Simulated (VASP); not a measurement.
# Si8O17 (a cell with a defect) in VASP: a series of runs

Si8O17 (a cell with a defect) is run at these levels: PBE; tasks: single point.

Everything below comes from runs of VASP 6.6.1. Logs are shortened: lines on timing, memory, paths and dates and some standing lists are left out, and cuts for length are marked.

## 1. The cell of the first run

The cell holds a defect, 25 atoms: a = 5.911 Å, b = 5.911 Å, c = 5.334 Å, α = 90.00°, β = 90.00°, γ = 90.00°.

## 2. Single point, PBE, collinear spin, zero start

File INCAR:

```
SYSTEM = Si8O17
PREC = Accurate
ENCUT = 520
EDIFF = 1E-7
ISMEAR = -1
SIGMA = 0.05
LREAL = Auto
LASPH = .TRUE.
NELM = 150
ALGO = Normal
ISIF = 2
LWAVE = .FALSE.
LCHARG = .FALSE.
ISPIN = 2
MAGMOM = 0 0 0 0 0 0 0 0 0 0 0 0 0 0 0 0 0 0 0 0 0 0 0 0 0
LORBIT = 11
GGA = PE
NBANDS = 89
```

File KPOINTS:

```
regular mesh
0
G
  2 2 3
  0 0 0
```

File POSCAR:

```
Si8O17
1.0
   -4.1797000000     -4.1797000000      0.0000000000
    4.1797000000     -4.1797000000      0.0000000000
    0.0000000000      0.0000000000      5.3338000000
Si O
8 17
Direct
    0.5120654592      0.5032899490      0.0167593461
    0.0070905807      0.5082595641      0.2560883423
    0.4986054023      0.5045926741      0.4938430387
    0.0052591095      0.5059046104      0.7562994488
    0.0078380027     -0.0015930569      0.0032070944
    0.5084534775     -0.0013127736      0.2547307736
    0.0106397588      0.0039543508      0.5014209382
    0.5073258846     -0.0212046319      0.7533850163
    0.2061462545      0.5017595760      0.0041525741
    0.0020593583      0.1987222767      0.2492448161
    0.8233479676      0.5336542096      0.0166582924
    0.0163963921      0.8108457545      0.2577087630
    0.1926253080      0.5085553987      0.5003314710
    0.0165392253      0.1965119506      0.7537931681
    0.8056929923      0.4995829844      0.5063168848
    0.0103235878      0.8093117927      0.7500549327
    0.7081057253     -0.0408920497      0.0177149499
    0.5002652104      0.6939590162      0.2572867374
    0.3176383472     -0.0019348279      0.0008208032
    0.5006617700      0.3047558437      0.2573592936
    0.7010437352     -0.0016461708      0.5076611422
    0.5043274637      0.6824725459      0.7540873299
    0.3117425892     -0.0186739479      0.4962537028
    0.4332669809      0.2897401727      0.6951244891
    0.6295578630      0.2839966983      0.8494540478
```

Potentials or basis: VASP PAW PBE potentials, release 64 (Si, O).

Command:

```
$ cat potpaw_PBE.64/Si/POTCAR potpaw_PBE.64/O/POTCAR > POTCAR
$ mpirun -np 1 vasp_std > vasp.out
```

OUTCAR:

```text
SYSTEM = Si8O17
   PREC = Accurate
   ENCUT = 520
   EDIFF = 1E-7
   ISMEAR = -1
   LREAL = Auto
   LASPH = .TRUE.
   NELM = 150
   ISIF = 2
   ISPIN = 2
   LORBIT = 11
   GGA = PE

 ion  position               nearest neighbor table
   1  0.512  0.503  0.017-  18 1.71  25 1.72  20 1.74  22 1.76   9 1.81  11 1.85  24 2.18   3 2.55
                             3 2.79   8 3.14
   2  0.007  0.508  0.256-  11 1.68  13 1.70   9 1.79  15 1.79  12 1.79  10 1.83   4 2.67   4 2.67

   3  0.499  0.505  0.494-  18 1.69  24 1.71  20 1.73  22 1.74  13 1.81  15 1.82  25 2.43   1 2.55
                             1 2.79   8 3.13
   4  0.005  0.506  0.756-  13 1.76  11 1.76   9 1.78  15 1.78  16 1.79  14 1.83   2 2.67   2 2.67
[... 9 lines left out ...]
   9  0.206  0.502  0.004-   4 1.78   2 1.79   1 1.81
  10  0.002  0.199  0.249-   5 1.77   7 1.77   2 1.83
  11  0.823  0.534  0.017-   2 1.68   4 1.76   1 1.85
  12  0.016  0.811  0.258-   7 1.73   5 1.75   2 1.79
  13  0.193  0.509  0.500-   2 1.70   4 1.76   3 1.81
  14  0.017  0.197  0.754-   7 1.76   5 1.77   4 1.83
  15  0.806  0.500  0.506-   4 1.78   2 1.79   3 1.82
  16  0.010  0.809  0.750-   5 1.75   7 1.76   4 1.79
  17  0.708  0.959  0.018-   6 1.75   5 1.79   8 1.85
  18  0.500  0.694  0.257-   3 1.69   1 1.71   6 1.80
  19  0.318  0.998  0.001-   8 1.74   6 1.76   5 1.83
  20  0.501  0.305  0.257-   3 1.73   1 1.74   6 1.81
  21  0.701  0.998  0.508-   8 1.74   6 1.77   7 1.83
  22  0.504  0.682  0.754-   3 1.74   8 1.75   1 1.76
  23  0.312  0.981  0.496-   6 1.74   7 1.79   8 1.79
  24  0.433  0.290  0.695-  25 1.42   3 1.71   8 1.91   1 2.18
  25  0.630  0.284  0.849-  24 1.42   1 1.72   8 2.01   3 2.43

  LATTYP: Found a simple tetragonal cell.
 ALAT       =     5.9109884267
 C/A-ratio  =     0.9023533147

  Lattice vectors:

 A1 = (  -4.1797000000,  -4.1797000000,   0.0000000000)
 A2 = (   4.1797000000,  -4.1797000000,   0.0000000000)
 A3 = (   0.0000000000,   0.0000000000,   5.3338000000)

Analysis of symmetry for initial positions (statically):
=====================================================================
 Subroutine PRICEL returns:
 Original cell was already a primitive cell.

 Routine SETGRP: Setting up the symmetry group for a
 simple tetragonal supercell.

 Subroutine GETGRP returns: Found  1 space group operations
 (whereof  1 operations were pure point group operations)
 out of a pool of 16 trial point group operations.

The static configuration has the point symmetry C_1 .

Analysis of symmetry for dynamics (positions and initial velocities):
=====================================================================
 Subroutine PRICEL returns:
 Original cell was already a primitive cell.

 Routine SETGRP: Setting up the symmetry group for a
 simple tetragonal supercell.

 Subroutine GETGRP returns: Found  1 space group operations
 (whereof  1 operations were pure point group operations)
 out of a pool of 16 trial point group operations.

The dynamic configuration has the point symmetry C_1 .

Analysis of structural, dynamic, and magnetic symmetry:
=====================================================================
 Subroutine PRICEL returns:
 Original cell was already a primitive cell.

 Routine SETGRP: Setting up the symmetry group for a
 simple tetragonal supercell.

 Subroutine GETGRP returns: Found  1 space group operations
 (whereof  1 operations were pure point group operations)
 out of a pool of 16 trial point group operations.

The overall configuration has the point symmetry C_1 .

 Subroutine INISYM returns: Found  1 space group operations
 (whereof  1 operations are pure point group operations),
 and found     1 'primitive' translations

----------------------------------------------------------------------------------------

[... 100 lines left out ...]
  0.500000  0.000000  0.333333      2.000000
  0.000000  0.500000  0.333333      2.000000
  0.500000  0.500000  0.333333      2.000000
   k-points           NKPTS =      8   k-points in BZ     NKDIM =      8   number of bands    NBANDS=     89
   number of dos      NEDOS =    301   number of ions     NIONS =     25
   total plane-waves  NPLWV =  92160
   dimension x,y,z NGX =    48 NGY =   48 NGZ =   40
   dimension x,y,z NGXF=    96 NGYF=   96 NGZF=   80
   ions per type =               8  17
   NGX,Y,Z   is equivalent  to a cutoff of  13.50, 13.50, 12.47 a.u.
   NGXF,Y,Z  is equivalent  to a cutoff of  27.00, 27.00, 24.93 a.u.
 SYSTEM =  Si8O17
   PREC   = accura    normal or accurate (medium, high low for compatibility)
   ISTART =      0    job   : 0-new  1-cont  2-samecut
   ICHARG =      2    charge: 1-file 2-atom 10-const
   ISPIN  =      2    spin polarized calculation?
   LNONCOLLINEAR =      F non collinear calculations
   LSORBIT =      F    spin-orbit coupling
   LASPH  =      T    aspherical Exc in radial PAW
   ENCUT  =  520.0 eV  38.22 Ry    6.18 a.u.  10.99 10.99  9.92*2*pi/ulx,y,z
   NELM   =    150;   NELMIN=  2; NELMDL= -5     # of ELM steps
   EDIFF  = 0.1E-06   stopping-criterion for ELM
   LREAL  =      T    real-space projection
   EDIFFG = 0.1E-05   stopping-criterion for IOM
   NSW    =      0    number of steps for IOM
   IBRION =     -1    ionic relax: 0-MD 1-quasi-New 2-CG
   NFREE  =      0    steps in history (QN), initial steepest desc. (CG)
   ISIF   =      2    stress and relaxation
   ISYM   =      2    0-nonsym 1-usesym 2-fastsym
   POTIM  = 0.5000    time-step for ionic-motion
   TEBEG  =    0.0;   TEEND  =   0.0 temperature during run
   PSTRESS=    0.0 pullay stress
   NELECT =     134.0000    total number of electrons
   NUPDOWN=      -1.0000    fix difference up-down
   EMIN   =  10.00;   EMAX   =-10.00  energy-range for DOS
   EFERMI =   0.00;   METHOD = LEGACY
   ISMEAR =    -1;   SIGMA  =   0.05  broadening in eV -4-tet -1-fermi 0-gaus
   EFERMI_NEDOS =   21; number of points for ismear=-14 and -15
   IALGO  =     38    algorithm
   IMIX   =      4    mixing-type and parameters
     AMIX     =   0.40;   BMIX     =  1.00
     AMIX_MAG =   1.60;   BMIX_MAG =  1.00
  volume/ion in A,a.u.               =       7.45        50.31
  Fermi-wavevector in a.u.,A,eV,Ry     =   1.466642  2.771551 29.266659  2.151039
  Thomas-Fermi vector in A             =   2.582355
   LORBIT       =     11    0 simple, 1 ext, 2 COOP (PROOUT), +10 PAW based schemes
   GGA     = PE    functional components
   LHFCALC =     F    Hartree Fock is set to
   AEXX    =    0.0000 exact exchange contribution
   IVDW    =     0    specifies the selected vdW correction
   LEPSILON=     F    determine dielectric tensor
   LRPA    =     F    only Hartree local field effects (RPA)
 spin polarized calculation
  energy-cutoff  :      520.00
  volume of cell :      186.36
 maximum number of plane-waves:      5031
 NGX is ok and might be reduce to    48
   NGX = 21   NGY = 21   NGZ = 19

 number of electron     133.9999999 magnetization      -0.0000000

 number of electron     133.9999999 magnetization       0.0000000

 Free energy of the ion-electron system (eV)
  ---------------------------------------------------
  ext. energy  EPLUGINS =         0.00000000
  ---------------------------------------------------
  free energy    TOTEN  =      -183.33867754 eV

  energy without entropy =     -183.33867754  energy(sigma->0) =     -183.33867754

 E-fermi :   9.8173     XC(G=0): -12.4893

 val. band max:        8.7093326356   @ k =   0.0000   0.5000   0.0000
 cond. band min:      13.5134262174   @ k =   0.5000   0.0000   0.3333
 fundamental gap:      4.8040935818
 Fermi energy:         9.8172512784

 spin component 1

 k-point     1 :       0.0000    0.0000    0.0000
  band No.  band energies     occupation
      1     -15.7776      1.00000
      2     -13.5631      1.00000
      3     -12.2560      1.00000
      4     -12.1995      1.00000
      5     -11.4113      1.00000
      6     -11.3782      1.00000
[... 645 lines left out ...]
     78      18.4941      0.00000
     79      18.7910      0.00000
 Fermi energy:         9.8172512784

 spin component 2

 k-point     1 :       0.0000    0.0000    0.0000
  band No.  band energies     occupation
      1     -15.7776      1.00000
      2     -13.5631      1.00000
      3     -12.2560      1.00000
      4     -12.1995      1.00000
      5     -11.4113      1.00000
      6     -11.3782      1.00000
[... 645 lines left out ...]
     78      18.4941      0.00000
     79      18.7910      0.00000
 [bands above 79 left out]

------------------------ aborting loop because EDIFF is reached ----------------------------------------

  FORCE on cell =-STRESS in cart. coord.  units (eV):
  Direction    XX          YY          ZZ          XY          YZ          ZX
  --------------------------------------------------------------------------------------
  -------------------------------------------------------------------------------------
  Total       23.2037742     28.7601235     36.1301635     -3.9264919     -6.4903971     -4.7176765
  in kB      199.4859295    247.2546024    310.6158148    -33.7565722    -55.7988058    -40.5584915
  external PRESSURE =     252.4521156 kB  Pullay stress =       0.0000000 kB

 VOLUME and BASIS-vectors are now :
 -----------------------------------------------------------------------------
  energy-cutoff  :      520.00
  volume of cell :      186.36
      direct lattice vectors                 reciprocal lattice vectors
    -4.179700000 -4.179700000  0.000000000    -0.119625810 -0.119625810  0.000000000
     4.179700000 -4.179700000  0.000000000     0.119625810 -0.119625810  0.000000000
     0.000000000  0.000000000  5.333800000     0.000000000  0.000000000  0.187483595

 POSITION                                       TOTAL-FORCE (eV/Angst)
 -----------------------------------------------------------------------------------
     -0.03668     -4.24388      0.08939        -0.122614     -0.236644      0.151620
      2.09474     -2.15401      1.36592        -0.091755     -0.089963      0.017739
      0.02502     -4.19307      2.63406        -0.050344      0.061388      0.004195
      2.09255     -2.13651      4.03395        -0.071427     -0.013111      0.068848
      4.14028     -4.20580      0.01711         0.030141      0.067809      0.088117
      2.04903     -6.29940      1.35868         0.050736     -0.156020     -0.085171
[... 17 lines left out ...]
     -0.59990     -3.02195      3.70765         0.404451      0.871566     -0.953330
     -1.44434     -3.81838      4.53082         0.888546     -0.453625     -0.178371
 -----------------------------------------------------------------------------------
    total drift:                               -0.003192      0.000678     -0.011758

  FREE ENERGIE OF THE ION-ELECTRON SYSTEM (eV)
  ---------------------------------------------------
  free  energy   TOTEN  =      -183.3386775440 eV

  energy  without entropy=     -183.3386775439  energy(sigma->0) =     -183.33867754

 total charge

# of ion       s       p       d       tot
------------------------------------------
    1        0.600   0.901   0.000   1.501
    2        0.597   0.907   0.000   1.504
    3        0.607   0.933   0.000   1.540
    4        0.587   0.862   0.000   1.450
    5        0.589   0.876   0.000   1.465
    6        0.591   0.885   0.000   1.476
[... 17 lines left out ...]
   24        1.608   3.548   0.000   5.156
   25        1.628   3.503   0.000   5.132
--------------------------------------------------
tot         31.278  69.675   0.000 100.953

 magnetization (x)

# of ion       s       p       d       tot
------------------------------------------
    1        0.000   0.000   0.000   0.000
    2        0.000   0.000   0.000   0.000
    3        0.000   0.000   0.000   0.000
    4        0.000   0.000   0.000   0.000
    5       -0.000  -0.000   0.000  -0.000
    6        0.000  -0.000   0.000   0.000
[... 17 lines left out ...]
   24        0.000  -0.000   0.000  -0.000
   25       -0.000   0.000   0.000  -0.000
--------------------------------------------------
tot         -0.000   0.000   0.000   0.000
```

Wall time 8.6 min (1 thread of AMD EPYC 7R13, shared host); peak memory 0.44 GiB.

Results:

```
Free energy                                           : -183.3387 eV
Pressure                                              : 25.2 GPa
Largest force                                         : 1.354 eV/Å
Band gap on the k mesh                                : 4.80 eV
Net moment                                            : 0.00 μB per cell
Valence electrons inside the program's atomic spheres : Si 1.50, 1.54, 1.45, 1.47, 1.48, 1.44 (each value once); O 5.23, 5.22, 5.28, 5.26, 5.24, 5.30, 5.27, 5.16, 5.13 (each value once)
```

Forces in eV/Å, atoms in the order of the input:
```
Si  -0.123 -0.237  0.152
Si  -0.092 -0.090  0.018
Si  -0.050  0.061  0.004
Si  -0.071 -0.013  0.069
Si   0.030  0.068  0.088
Si   0.051 -0.156 -0.085
Si  -0.097 -0.009  0.142
Si  -0.137 -0.087  0.203
O   -0.160 -0.110 -0.003
O   -0.135 -0.075  0.184
O   -0.296  0.010  0.158
O    0.052  0.045 -0.005
O   -0.014 -0.075 -0.002
O    0.227  0.249  0.135
O    0.088 -0.092  0.023
O   -0.100  0.009  0.113
O    0.205  0.056 -0.291
O    0.010 -0.148 -0.041
O    0.005 -0.032  0.059
O   -0.170 -0.176  0.012
O   -0.030  0.011  0.127
O   -0.310  0.192  0.004
O   -0.175  0.179  0.069
O    0.404  0.872 -0.953
O    0.889 -0.454 -0.178
```

Stress tensor (GPa, compression positive):
```
19.95 -3.38 -4.06
-3.38 24.73 -5.58
-4.06 -5.58 31.06
```

Levels at points of the mesh, in eV from the valence-band top:
Spin up:
```csv
k point,band 64,band 65,band 66,band 67,band 68,band 69,band 70,band 71
"(0.00, 0.00, 0.00)",-1.03,-0.81,-0.36,-0.20,4.92,5.39,6.57,6.81
"(0.50, 0.00, 0.00)",-1.12,-1.03,-0.48,-0.22,4.85,6.16,6.68,7.50
"(0.00, 0.50, 0.00)",-1.33,-1.25,-0.92,0.00,5.01,6.65,6.71,7.33
"(0.50, 0.50, 0.00)",-1.27,-0.98,-0.67,-0.39,4.91,7.06,7.51,7.65
```
Spin down:
| k point | band 65 | band 66 | band 67 | band 68 | band 69 | band 70 |
| --- | --- | --- | --- | --- | --- | --- |
| (0.00, 0.00, 0.00) | -0.81 | -0.36 | -0.20 | 4.92 | 5.39 | 6.57 |
| (0.50, 0.00, 0.00) | -1.03 | -0.48 | -0.22 | 4.85 | 6.16 | 6.68 |
| (0.00, 0.50, 0.00) | -1.25 | -0.92 | 0.00 | 5.01 | 6.65 | 6.71 |
| (0.50, 0.50, 0.00) | -0.98 | -0.67 | -0.39 | 4.91 | 7.06 | 7.51 |

Caveat: the k points lie up to 0.53 Å⁻¹ apart.

## 3. Single point, PBE, collinear spin, zero start

File INCAR:

```
SYSTEM = Si8O17
PREC = Accurate
ENCUT = 520
EDIFF = 1E-7
ISMEAR = -1
SIGMA = 0.05
LREAL = Auto
LASPH = .True.
NELM = 150
ALGO = Normal
ISIF = 2
LWAVE = .False.
LCHARG = .True.
ISPIN = 2
MAGMOM = 0 0 0 0 0 0 0 0 0 0 0 0 0 0 0 0 0 0 0 0 0 0 0 0 0
LORBIT = 11
GGA = PE
LELF = .True.
LVHAR = .True.
NBANDS = 89
```

File KPOINTS:

```
Automatic mesh
0
Gamma
  2 2 3
  0 0 0
```

File POSCAR:

```
Si8O17
1.0
   -4.1797000000     -4.1797000000      0.0000000000
    4.1797000000     -4.1797000000      0.0000000000
    0.0000000000      0.0000000000      5.3338000000
Si O
8 17
Direct
    0.5002684403      0.4954829294      0.0029166823
    0.0000386391      0.5078258009      0.2534952567
    0.4993763907      0.5138570950      0.4901434250
    0.0032560949      0.5068412805      0.7549006337
    0.0155186975     -0.0005719310      0.0064760583
    0.5099550207     -0.0026671771      0.2601203645
    0.0086438022      0.0057955116      0.5033437699
    0.5075017346     -0.0264961600      0.7550843676
    0.1953215542      0.5076099959      0.0070707563
    0.0045232911      0.2002732254      0.2510510330
    0.8093001890      0.5233215303      0.0057319360
    0.0209147786      0.8087363926      0.2613641306
    0.1907928799      0.5129927985      0.4996270951
    0.0236788525      0.1978875278      0.7536756159
    0.8027000742      0.4985459483      0.5068287150
    0.0078877671      0.8107592650      0.7520782557
    0.7204194081     -0.0451551547      0.0375499644
    0.4971933392      0.6945297509      0.2496465934
    0.3189779171     -0.0009038926      0.0061192771
    0.4990181113      0.3064011771      0.2548065169
    0.7032844463     -0.0044395531      0.5018388391
    0.5057008876      0.6970088762      0.7541210769
    0.3154606790     -0.0075897792      0.5060585324
    0.4393168170      0.3322596119      0.7253984026
    0.6395691078      0.2185843482      0.8537867937
```

Potentials or basis: VASP PAW PBE potentials, release 64 (Si, O).

Command:

```
$ cat potpaw_PBE.64/Si/POTCAR potpaw_PBE.64/O/POTCAR > POTCAR
$ mpirun -np 1 vasp_std > vasp.out
```

It took 9.2 min on 1 thread of AMD EPYC 7R13, shared host; peak memory 0.44 GiB.

The run converged. Its results:

| Item | Value |
| --- | --- |
| Free energy | -183.0039 eV |
| Pressure | 25.7 GPa |
| Largest force | 1.987 eV/Å |
| Band gap on the k mesh | 3.52 eV |
| Net moment | 0.00 μB per cell |
| Valence electrons inside the program's atomic spheres | Si 1.43, 1.48, 1.54, 1.46, 1.47, 1.49, 1.53 (each value once); O 5.26, 5.23, 5.25, 5.27, 5.22, 5.29, 5.24, 5.31, 5.17, 5.06 (each value once) |

Forces in eV/Å, atoms in the order of the input:
```
Si   0.293 -0.114  0.449
Si   0.014 -0.131  0.103
Si  -0.062  0.201 -0.215
Si  -0.033  0.064 -0.018
Si   0.074  0.331  0.179
Si  -0.012 -0.490 -0.522
Si  -0.102  0.156  0.116
Si   0.234 -1.685  0.749
O    0.023 -0.085 -0.067
O   -0.180 -0.198  0.247
O   -0.139  0.016  0.190
O   -0.051 -0.117  0.049
O   -0.255 -0.006  0.225
O    0.275  0.261  0.170
O    0.154 -0.044 -0.009
O   -0.203 -0.063  0.069
O   -0.162  0.059 -0.400
O    0.013  0.049  0.069
O    0.018  0.099 -0.063
O    0.044 -0.139  0.243
O   -0.204  0.224  0.219
O   -0.921  0.913 -0.186
O    0.102 -0.377  0.037
O    0.604 -0.367 -0.352
O    0.475  1.443 -1.281
```

Stress tensor (GPa, compression positive):
```
29.37 -6.80 -4.04
-6.80 21.12  0.81
-4.04  0.81 26.59
```

Levels at points of the mesh, in eV from the valence-band top:
Spin up:
| k point | band 64 | band 65 | band 66 | band 67 | band 68 | band 69 | band 70 | band 71 |
| --- | --- | --- | --- | --- | --- | --- | --- | --- |
| (0.00, 0.00, 0.00) | -1.16 | -0.97 | -0.46 | -0.21 | 3.57 | 5.45 | 6.55 | 6.86 |
| (0.50, 0.00, 0.00) | -1.23 | -1.04 | -0.94 | 0.00 | 3.52 | 6.56 | 6.79 | 7.32 |
| (0.00, 0.50, 0.00) | -1.40 | -1.07 | -0.66 | -0.24 | 3.61 | 6.30 | 6.71 | 7.41 |
| (0.50, 0.50, 0.00) | -1.38 | -1.05 | -0.82 | -0.22 | 3.57 | 7.09 | 7.49 | 7.58 |
Spin down:
```csv
k point,band 63,band 64,band 65,band 66,band 67,band 68,band 69,band 70,band 71,band 72
"(0.00, 0.00, 0.00)",-1.37,-1.16,-0.97,-0.46,-0.21,3.57,5.45,6.55,6.86,7.27
"(0.50, 0.00, 0.00)",-1.50,-1.23,-1.04,-0.94,0.00,3.52,6.56,6.79,7.32,7.58
"(0.00, 0.50, 0.00)",-1.53,-1.40,-1.07,-0.66,-0.24,3.61,6.30,6.71,7.41,7.68
"(0.50, 0.50, 0.00)",-1.40,-1.38,-1.05,-0.82,-0.22,3.57,7.09,7.49,7.58,7.77
```

Caveat: the k points lie up to 0.53 Å⁻¹ apart.
